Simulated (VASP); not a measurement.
# Ir (Im-3m) in VASP: a series of runs, part 2 of 2

VASP 6.6.1. The steps go on from the part before.

### Step 3. Single point, revPBE (volume scaled by 0.88)

INCAR reads:

```
PREC     = Accurate       # precision mode
ENCUT    = 520            # plane-wave cutoff, eV
EDIFF    = 1E-6           # SCF threshold, eV
ISMEAR   = -1             # smearing method
SIGMA    = 0.1            # smearing width, eV
LREAL    = F              # projectors in reciprocal space
LASPH    = T              # aspherical terms in the spheres
NELM     = 60             # most SCF steps
ALGO     = Normal         # electronic algorithm
ISIF     = 2              # what is computed and relaxed
LWAVE    = F              # write WAVECAR
LCHARG   = T              # write CHGCAR
GGA      = RE             # functional
LELF     = T              # ELF
LVHAR    = T            
NBANDS   = 10             # bands
```

KPOINTS reads:

```
Automatic mesh
0
Gamma
  16 16 16
```

POSCAR reads:

```
Ir
1.0
   -1.4955367236      1.4955367236      1.4955367236
    1.4955367236     -1.4955367236      1.4955367236
    1.4955367236      1.4955367236     -1.4955367236
Ir
1
Direct
    0.0000000000      0.0000000000      0.0000000000
```

Potentials or basis: VASP PAW PBE potentials, release 64 (Ir).

Launch:

```sh
> cat potpaw_PBE.64/Ir/POTCAR > POTCAR
> mpirun -np 1 vasp_std > vasp.out
```

OUTCAR:

```text
PREC = Accurate
   ENCUT = 520
   EDIFF = 1E-6
   ISMEAR = -1
   LREAL = F
   LASPH = T
   NELM = 60
   ISIF = 2
   GGA = RE

 ion  position               nearest neighbor table
   1  0.000  0.000  0.000-

  LATTYP: Found a body centered cubic cell.
 ALAT       =     2.9910734472

  Lattice vectors:

 A1 = (  -1.4955367236,   1.4955367236,   1.4955367236)
 A2 = (   1.4955367236,  -1.4955367236,   1.4955367236)
 A3 = (   1.4955367236,   1.4955367236,  -1.4955367236)

[... 479 lines left out ...]
      1       3.8847      2.00000
      2       5.6674      2.00000
      3       6.6873      2.00000
      4       9.9055      1.99999
      5      11.1973      0.90093
      6      13.7328      0.00000
      7      23.4134      0.00000
      8      26.4485      0.00000
      9      29.2390      0.00000
     10      33.3397      0.00000

 [... further k-points ...]
[... 5 lines left out ...]
  --------------------------------------------------------------------------------------
  -------------------------------------------------------------------------------------
  Total        4.4388292      4.4388292      4.4388292      0.0000000      0.0000000     -0.0000000
  in kB      531.5300013    531.5300013    531.5300013      0.0000000      0.0000000     -0.0000000
  external PRESSURE =     531.5300013 kB  Pullay stress =       0.0000000 kB

 VOLUME and BASIS-vectors are now :
 -----------------------------------------------------------------------------
  energy-cutoff  :      520.00
  volume of cell :       13.38
      direct lattice vectors                 reciprocal lattice vectors
    -1.495536724  1.495536724  1.495536724     0.000000000  0.334328133  0.334328133
     1.495536724 -1.495536724  1.495536724     0.334328133  0.000000000  0.334328133
     1.495536724  1.495536724 -1.495536724     0.334328133  0.334328133  0.000000000

 POSITION                                       TOTAL-FORCE (eV/Angst)
 -----------------------------------------------------------------------------------
      0.00000      0.00000      0.00000        -0.000000      0.000000     -0.000000
 -----------------------------------------------------------------------------------
    total drift:                                0.000000     -0.000000      0.000000

  FREE ENERGIE OF THE ION-ELECTRON SYSTEM (eV)
  ---------------------------------------------------
  free  energy   TOTEN  =        -7.4664895180 eV

  energy  without entropy=       -7.3991409988  energy(sigma->0) =       -7.43281526
```

stdout:

```text
POSCAR found type information on POSCAR Ir
 POSCAR found :  1 types and       1 ions
 scaLAPACK will be used
 -----------------------------------------------------------------------------
|                                                                             |
|                                                                             |
|     You enforced a specific xc type in the INCAR file but a different       |
|     I HOPE YOU KNOW WHAT YOU ARE DOING!                                     |
|                                                                             |
 -----------------------------------------------------------------------------

 LDA part: xc-table for (Slater+PW92), standard interpolation
 POSCAR, INCAR and KPOINTS ok, starting setup
 FFT: planning ... GRIDC
 FFT: planning ... GRID_SOFT
 FFT: planning ... GRID
 WAVECAR not read
 entering main loop
```

It took 9.6 s on 1 thread of Intel Xeon Platinum 8488C (Sapphire Rapids), shared host; peak memory 0.14 GiB.

What came out:

```yaml
Free_energy: -7.4665 eV
Pressure: 53.2 GPa
```

Levels at points of the mesh, in eV from the Fermi level:
```csv
k point,band 1,band 2,band 3,band 4,band 5,band 6,band 7,band 8
"(0.00, 0.00, 0.00)",-11.43,-4.05,-4.05,-4.05,-0.64,-0.64,16.94,16.94
"(0.50, 0.00, 0.00)",-8.35,-6.12,-0.80,-0.20,-0.03,2.62,9.01,13.08
"(0.50, 0.50, 0.50)",-7.98,-7.98,1.79,1.79,1.79,8.29,8.29,8.29
```

Caveat: the PAW data sets were made with another functional, which shifts forces and pressure a little; spin-orbit coupling is left out, which moves the levels of the heavy elements.

### Step 4. Single point, revPBE (volume scaled by 0.92)

INCAR reads:

```
ALGO     = Normal         # electronic algorithm
EDIFF    = 1E-7           # SCF threshold, eV
ENCUT    = 520            # plane-wave cutoff, eV
GGA      = RE             # functional
ISIF     = 2              # what is computed and relaxed
ISMEAR   = -1             # smearing method
LASPH    = T              # aspherical terms in the spheres
LCHARG   = F              # write CHGCAR
LREAL    = F              # projectors in reciprocal space
LWAVE    = F              # write WAVECAR
NBANDS   = 10             # bands
NELM     = 80             # most SCF steps
PREC     = Accurate       # precision mode
SIGMA    = 0.1            # smearing width, eV
```

KPOINTS reads:

```
k-points
0
Gamma
  16 16 16
```

POSCAR reads:

```
Ir
1.0
   -1.5178614586      1.5178614586      1.5178614586
    1.5178614586     -1.5178614586      1.5178614586
    1.5178614586      1.5178614586     -1.5178614586
Ir
1
Direct
    0.0000000000      0.0000000000      0.0000000000
```

Launch:

```sh
> cat potpaw_PBE.64/Ir/POTCAR > POTCAR
> mpirun -np 1 vasp_std > vasp.out
```

It took 9.5 s on 1 thread of Intel Xeon Platinum 8488C (Sapphire Rapids), shared host; peak memory 0.14 GiB.

The run converged. Its results:

```yaml
Free_energy: -7.6251 eV
Pressure: 31.2 GPa
```

Levels at points of the mesh, in eV from the Fermi level:
| k point | band 2 | band 3 | band 4 | band 5 | band 6 | band 7 |
| --- | --- | --- | --- | --- | --- | --- |
| (0.00, 0.00, 0.00) | -3.78 | -3.78 | -3.78 | -0.58 | -0.58 | 16.95 |
| (0.50, 0.00, 0.00) | -5.72 | -0.74 | -0.12 | -0.03 | 2.42 | 8.46 |
| (0.50, 0.50, 0.50) | -7.45 | 1.66 | 1.66 | 1.66 | 8.10 | 8.10 |

Caveat: the PAW data sets were made with another functional, which shifts forces and pressure a little; spin-orbit coupling is left out, which moves the levels of the heavy elements.

### Step 5. Single point, revPBE (volume scaled by 0.96)

INCAR reads:

```
PREC     = Accurate       # precision mode
ENCUT    = 520            # plane-wave cutoff, eV
EDIFF    = 1E-7           # SCF threshold, eV
ISMEAR   = -1             # smearing method
SIGMA    = 0.1            # smearing width, eV
LREAL    = False          # projectors in reciprocal space
LASPH    = True           # aspherical terms in the spheres
NELM     = 60             # most SCF steps
ALGO     = Normal         # electronic algorithm
ISIF     = 2              # what is computed and relaxed
LWAVE    = False          # write WAVECAR
LCHARG   = True           # write CHGCAR
GGA      = RE             # functional
LELF     = True           # ELF
LVHAR    = True         
NBANDS   = 10             # bands
```

KPOINTS reads:

```
regular mesh
0
Gamma
  16 16 16
```

POSCAR reads:

```
Ir
1.0
   -1.5395481237      1.5395481237      1.5395481237
    1.5395481237     -1.5395481237      1.5395481237
    1.5395481237      1.5395481237     -1.5395481237
Ir
1
Direct
    0.0000000000      0.0000000000      0.0000000000
```

Launch:

```sh
> cat potpaw_PBE.64/Ir/POTCAR > POTCAR
> mpirun -np 1 vasp_std > vasp.out
```

Wall time 9.7 s (1 thread of Intel Xeon Platinum 8488C (Sapphire Rapids), shared host); peak memory 0.14 GiB.

It converged, with:

| Property | Result |
| --- | --- |
| Free energy | -7.7097 eV |
| Pressure | 13.9 GPa |

Levels at points of the mesh, in eV from the Fermi level:
```csv
k point,band 1,band 2,band 3,band 4,band 5,band 6,band 7,band 8
"(0.00, 0.00, 0.00)",-10.52,-3.55,-3.55,-3.55,-0.53,-0.53,16.94,16.94
"(0.50, 0.00, 0.00)",-7.42,-5.36,-0.70,-0.04,-0.04,2.25,7.97,13.07
"(0.50, 0.50, 0.50)",-6.97,-6.97,1.55,1.55,1.55,7.94,7.94,7.94
```

Caveat: the PAW data sets were made with another functional, which shifts forces and pressure a little; spin-orbit coupling is left out, which moves the levels of the heavy elements.

### Step 6. Single point, revPBE

INCAR reads:

```
ALGO     = Normal         # electronic algorithm
EDIFF    = 1E-7           # SCF threshold, eV
ENCUT    = 520            # plane-wave cutoff, eV
GGA      = RE             # functional
ISIF     = 2              # what is computed and relaxed
ISMEAR   = -1             # smearing method
LASPH    = True           # aspherical terms in the spheres
LCHARG   = False          # write CHGCAR
LREAL    = False          # projectors in reciprocal space
LWAVE    = False          # write WAVECAR
NBANDS   = 10             # bands
NELM     = 60             # most SCF steps
PREC     = Accurate       # precision mode
SIGMA    = 0.1            # smearing width, eV
```

KPOINTS reads:

```
k-points
0
Gamma
  16 16 16
```

POSCAR reads:

```
Ir
1.0
   -1.5606404450      1.5606404450      1.5606404450
    1.5606404450     -1.5606404450      1.5606404450
    1.5606404450      1.5606404450     -1.5606404450
Ir
1
Direct
    0.0000000000      0.0000000000      0.0000000000
```

Potentials or basis: VASP PAW PBE potentials, release 64 (Ir).

Launch:

```sh
> cat potpaw_PBE.64/Ir/POTCAR > POTCAR
> mpirun -np 1 vasp_std > vasp.out
```

It took 9.4 s on 1 thread of Intel Xeon Platinum 8488C (Sapphire Rapids), shared host; peak memory 0.14 GiB.

It converged, with:

```yaml
Free_energy: -7.7363 eV
Pressure: 0.5 GPa
```

Levels at points of the mesh, in eV from the Fermi level:
| k point | band 1 | band 2 | band 3 | band 4 | band 5 | band 6 | band 7 | band 8 | band 9 |
| --- | --- | --- | --- | --- | --- | --- | --- | --- | --- |
| (0.00, 0.00, 0.00) | -10.10 | -3.33 | -3.33 | -3.33 | -0.49 | -0.49 | 16.92 | 16.92 | 16.92 |
| (0.50, 0.00, 0.00) | -7.01 | -5.04 | -0.66 | -0.04 | 0.04 | 2.09 | 7.53 | 13.04 | 16.50 |
| (0.50, 0.50, 0.50) | -6.54 | -6.54 | 1.44 | 1.44 | 1.44 | 7.79 | 7.79 | 7.79 | 14.06 |

Caveat: the PAW data sets were made with another functional, which shifts forces and pressure a little; spin-orbit coupling is left out, which moves the levels of the heavy elements.

### Step 7. The runs side by side

| cell | k mesh | gap on the mesh (eV) | pressure (GPa) |
| --- | --- | --- | --- |
| a = 2.703 Å, angles 109.5°, 1 atom | 14 × 14 × 14 | none | 0.3 |
| a = 2.590 Å, angles 109.5°, 1 atom | 16 × 16 × 16 | none | 53.2 |
| a = 2.629 Å, angles 109.5°, 1 atom | 16 × 16 × 16 | none | 31.2 |
| a = 2.667 Å, angles 109.5°, 1 atom | 16 × 16 × 16 | none | 13.9 |
| a = 2.703 Å, angles 109.5°, 1 atom | 16 × 16 × 16 | none | 0.5 |

Alike in all rows: task single point; level revPBE; potentials or basis VASP PAW PBE potentials, release 64 (Ir); no spin polarisation; cutoff (eV) 520; smearing fermi-dirac 0.1 eV.

Caveats: the PAW data sets were made with another functional, which shifts forces and pressure a little; spin-orbit coupling is left out, which moves the levels of the heavy elements.

Total energies depend on the potentials used, so only differences within one code and one set of settings carry meaning.
